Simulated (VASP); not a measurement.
# BN (R3m) in VASP: notebook, part 2 of 2

VASP 6.6.1.

**3. Single point, PBE0**

This run uses another cell than the first one, of 8.78 Å³/atom, 1.021 times its volume.

POSCAR reads:

```
BN
1.0
    1.2342126593      0.7125730110      3.3273486205
   -1.2342126593      0.7125730110      3.3273486205
    0.0000000000     -1.4251460221      3.3273486205
N B
1 1
Direct
    0.6672382000      0.6672382000      0.6672382000
    0.0003288000      0.0003288000      0.0003288000
```

INCAR.step1 reads:

```
SYSTEM = BN
PREC = Accurate
ENCUT = 520
EDIFF = 1E-5
ISMEAR = -1
SIGMA = 0.05
LREAL = .FALSE.
LASPH = .TRUE.
NELM = 60
ALGO = Normal
ISIF = 2
LWAVE = .TRUE.
LCHARG = .FALSE.
NBANDS = 11
GGA = PE
```

INCAR.step2 reads:

```
SYSTEM = BN
PREC = Accurate
ENCUT = 520
EDIFF = 1E-6
ISMEAR = -1
SIGMA = 0.05
LREAL = .FALSE.
LASPH = .TRUE.
NELM = 60
ALGO = Normal
ISIF = 2
LWAVE = .FALSE.
LCHARG = .FALSE.
GGA = PE
LHFCALC = .TRUE.
AEXX = 0.25
PRECFOCK = Normal
NBANDS = 11
ISTART = 1
```

KPOINTS reads:

```
regular mesh
0
G
  6 6 6
  0 0 0
```

Potentials or basis: VASP PAW PBE potentials, release 64 (N, B).

Started as:

```
$ cat potpaw_PBE.64/N/POTCAR potpaw_PBE.64/B/POTCAR > POTCAR
$ cp INCAR.step1 INCAR
$ mpirun -np 1 vasp_std > vasp.out
$ cp INCAR.step2 INCAR
$ mpirun -np 1 vasp_std > vasp.out
```

OUTCAR:

```text
SYSTEM = BN
   PREC = Accurate
   ENCUT = 520
   EDIFF = 1E-6
   ISMEAR = -1
   LREAL = .FALSE.
   LASPH = .TRUE.
   NELM = 60
   ISIF = 2
   GGA = PE
   LHFCALC = .TRUE.
   AEXX = 0.25
   PRECFOCK = Normal
   ISTART = 1

 ion  position               nearest neighbor table
   1  0.667  0.667  0.667-   2 1.43   2 1.43   2 1.43
   2  0.000  0.000  0.000-   1 1.43   1 1.43   1 1.43

  LATTYP: Found a trigonal (rhomboedric) cell.
 ALAT       =     3.6197085555
 COS(alpha) =     0.7674786797

  Lattice vectors:

 A1 = (   1.2342126593,   0.7125730110,   3.3273486205)
 A2 = (  -1.2342126593,   0.7125730110,   3.3273486205)
 A3 = (   0.0000000000,  -1.4251460221,   3.3273486205)

Analysis of symmetry for initial positions (statically):
=====================================================================
 Subroutine PRICEL returns:
 Original cell was already a primitive cell.

 Routine SETGRP: Setting up the symmetry group for a
 trigonal (rhombohedral) supercell.

 Subroutine GETGRP returns: Found  6 space group operations
 (whereof  6 operations were pure point group operations)
 out of a pool of 12 trial point group operations.

[... 173 lines left out ...]
 fundamental gap:      6.3723295191
 Fermi energy:         2.4268493038

 k-point     1 :       0.0000    0.0000    0.0000
  band No.  band energies     occupation
      1     -18.6799      2.00000
      2      -3.5646      2.00000
      3      -0.2941      2.00000
      4      -0.2941      2.00000
      5       8.3513      0.00000
      6      15.7959      0.00000
      7      15.7959      0.00000
      8      17.9395      0.00000
      9      19.4139      0.00000
     10      30.4839      0.00000
     11      32.5466      0.00000
[... 309 lines left out ...]
 k-point    24 :      -0.3333    0.5000    0.1667
  band No.  band energies     occupation
      1     -15.0889      2.00000
      2      -7.8254      2.00000
      3      -4.7993      2.00000
      4      -0.5431      2.00000
      5       8.8846      0.00000
      6      16.1936      0.00000
      7      17.7118      0.00000
      8      20.5358      0.00000
      9      23.9088      0.00000
     10      25.6200      0.00000
     11      27.1304      0.00000

 [... further k-points ...]
[... 5 lines left out ...]
  --------------------------------------------------------------------------------------
  -------------------------------------------------------------------------------------
  Total        1.4488420      1.4488420      0.2146405      0.0000000     -0.0000000      0.0000000
  in kB      132.2095104    132.2095104     19.5863385      0.0000000     -0.0000000      0.0000000
  external PRESSURE =      94.6684531 kB  Pullay stress =       0.0000000 kB

 VOLUME and BASIS-vectors are now :
 -----------------------------------------------------------------------------
  energy-cutoff  :      520.00
  volume of cell :       17.56
      direct lattice vectors                 reciprocal lattice vectors
     1.234212659  0.712573011  3.327348621     0.405116571  0.233894161  0.100179864
    -1.234212659  0.712573011  3.327348621    -0.405116571  0.233894161  0.100179864
     0.000000000 -1.425146022  3.327348621     0.000000000 -0.467788322  0.100179864

 POSITION                                       TOTAL-FORCE (eV/Angst)
 -----------------------------------------------------------------------------------
      0.00000     -0.00000      6.66040         0.000000      0.000000     -0.003831
      0.00000     -0.00000      0.00328         0.000000     -0.000000      0.003831
 -----------------------------------------------------------------------------------
    total drift:                                0.000000      0.000000      0.000055

  FREE ENERGIE OF THE ION-ELECTRON SYSTEM (eV)
  ---------------------------------------------------
  free  energy   TOTEN  =       -21.3329091655 eV

  energy  without entropy=      -21.3329091655  energy(sigma->0) =      -21.33290917
```

OUTCAR.step1:

```text
SYSTEM = BN
   PREC = Accurate
   ENCUT = 520
   EDIFF = 1E-5
   ISMEAR = -1
   LREAL = .FALSE.
[... 558 lines left out ...]
      0.00000     -0.00000      6.66040         0.000000     -0.000000      0.000023
      0.00000     -0.00000      0.00328         0.000000      0.000000     -0.000023
 -----------------------------------------------------------------------------------
    total drift:                               -0.000000      0.000000      0.000028

  FREE ENERGIE OF THE ION-ELECTRON SYSTEM (eV)
  ---------------------------------------------------
  free  energy   TOTEN  =       -17.5395546986 eV

  energy  without entropy=      -17.5395546986  energy(sigma->0) =      -17.53955470
```

OSZICAR.step1:

```text
N       E                     dE             d eps       ncg     rms          rms(c)
DAV:   1     0.142518144248E+02    0.14252E+02   -0.47133E+03   736   0.692E+02
DAV:   2    -0.186941154702E+02   -0.32946E+02   -0.32056E+02   838   0.163E+02
DAV:   3    -0.194717992895E+02   -0.77768E+00   -0.77667E+00   833   0.230E+01
DAV:   4    -0.194741643397E+02   -0.23651E-02   -0.23650E-02   776   0.141E+00
DAV:   5    -0.194741740427E+02   -0.97030E-05   -0.97029E-05   840   0.817E-02    0.825E+00
DAV:   6    -0.177589530289E+02    0.17152E+01   -0.52453E+00   800   0.130E+01    0.379E+00
DAV:   7    -0.175793428403E+02    0.17961E+00   -0.28909E-01   809   0.393E+00    0.229E+00
DAV:   8    -0.175386850961E+02    0.40658E-01   -0.12198E-01   844   0.216E+00    0.279E-01
DAV:   9    -0.175391246068E+02   -0.43951E-03   -0.27525E-03   773   0.431E-01    0.147E-01
DAV:  10    -0.175395291372E+02   -0.40453E-03   -0.52407E-04   787   0.165E-01    0.251E-02
DAV:  11    -0.175395556564E+02   -0.26519E-04   -0.54949E-05   830   0.508E-02    0.218E-02
DAV:  12    -0.175395546986E+02    0.95786E-06   -0.10112E-05   673   0.214E-02
   1 F= -.17539555E+02 E0= -.17539555E+02  d E =-.504957E-11
```

Run time: 12 min. Hardware: 1 thread of AMD EPYC 9R14 (Zen 4), shared host; peak memory 0.13 GiB.

What came out:

- Free energy: -21.3329 eV
- Pressure: 9.5 GPa
- Largest force: 0.004 eV/Å
- Band gap on the k mesh: 6.37 eV, indirect (least direct gap 6.98 eV)

Forces on the atoms (eV/Å):
```
N    0.000  0.000 -0.004
B    0.000  0.000  0.004
```

Stress tensor (GPa, compression positive):
```
13.22  0.00  0.00
 0.00 13.22  0.00
 0.00  0.00  1.96
```

Caveat: the k points lie up to 0.50 Å⁻¹ apart; the PAW data sets were made with another functional, which shifts forces and pressure a little.

**4. Single point, PBE0**

This run uses another cell than the first one, of 8.96 Å³/atom, 1.043 times its volume.

POSCAR reads:

```
BN
1.0
    1.2427247397      0.7174874630      3.3502965776
   -1.2427247397      0.7174874630      3.3502965776
    0.0000000000     -1.4349749260      3.3502965776
N B
1 1
Direct
    0.6672382000      0.6672382000      0.6672382000
    0.0003288000      0.0003288000      0.0003288000
```

Edit INCAR.step1 of step 3 so:

```diff
@@ -12,4 +12,3 @@
 LWAVE = .TRUE.
-LCHARG = .FALSE.
+GGA = PE
 NBANDS = 11
-GGA = PE
```

INCAR.step2 reads:

```
SYSTEM = BN
PREC = Accurate
ENCUT = 520
EDIFF = 1E-7
ISMEAR = -1
SIGMA = 0.05
LREAL = .FALSE.
LASPH = .TRUE.
NELM = 60
ALGO = Normal
ISIF = 2
LWAVE = .FALSE.
LCHARG = .TRUE.
GGA = PE
LHFCALC = .TRUE.
AEXX = 0.25
PRECFOCK = Normal
LELF = .TRUE.
LVHAR = .TRUE.
ISTART = 1
NBANDS = 11
```

KPOINTS reads:

```
Automatic mesh
0
G
  6 6 6
  0 0 0
```

Started as:

```
$ cat potpaw_PBE.64/N/POTCAR potpaw_PBE.64/B/POTCAR > POTCAR
$ cp INCAR.step1 INCAR
$ mpirun -np 1 vasp_std > vasp.out
$ cp INCAR.step2 INCAR
$ mpirun -np 1 vasp_std > vasp.out
```

It took 16 min on 1 thread of AMD EPYC 9R14 (Zen 4), shared host; peak memory 0.12 GiB.

Results (log left out):

```
Free energy            : -21.3484 eV
Pressure               : 3.9 GPa
Largest force          : 0.005 eV/Å
Band gap on the k mesh : 6.35 eV, indirect (least direct gap 6.92 eV)
```

Forces in eV/Å, atoms in the order of the input:
```
N    0.000  0.000 -0.005
B    0.000  0.000  0.005
```

Stress tensor (GPa, compression positive):
```
4.90 0.00 0.00
0.00 4.90 0.00
0.00 0.00 1.76
```

Levels at points of the mesh, in eV from the valence-band top:
```tsv
k point	band 1	band 2	band 3	band 4	band 5	band 6	band 7	band 8	band 9
(0.00, 0.00, 0.00)	-19.74	-4.69	-1.52	-1.52	7.11	14.41	14.41	16.46	17.79
(0.50, 0.00, 0.00)	-16.22	-9.97	-4.60	-0.66	7.52	12.51	15.46	17.44	22.73
(0.50, 0.50, 0.00)	-16.14	-9.83	-4.66	-1.31	6.35	12.49	16.81	20.27	23.48
(0.50, 0.50, 0.50)	-19.46	-6.88	-1.54	-1.54	12.72	14.33	14.33	15.25	19.48
```

Caveat: the k points lie up to 0.50 Å⁻¹ apart; the PAW data sets were made with another functional, which shifts forces and pressure a little. A k mesh can miss the band edges.

**5. Summary**

| cell | gap on the mesh (eV) | pressure (GPa) |
| --- | --- | --- |
| a = 3.594 Å, angles 39.9°, 2 atoms | 6.40 | 15.6 |
| a = 3.620 Å, angles 39.9°, 2 atoms | 6.37 | 9.5 |
| a = 3.645 Å, angles 39.9°, 2 atoms | 6.35 | 3.9 |

Alike in all rows: task single point; level PBE0; potentials or basis VASP PAW PBE potentials, release 64 (N, B); no spin polarisation; k mesh 6 × 6 × 6; cutoff (eV) 520; smearing fermi-dirac 0.05 eV.

Caveats: all runs use coarse meshes; the PAW data sets were made with another functional, which shifts forces and pressure a little.

Total energies depend on the potentials used, so only differences within one code and one set of settings carry meaning.
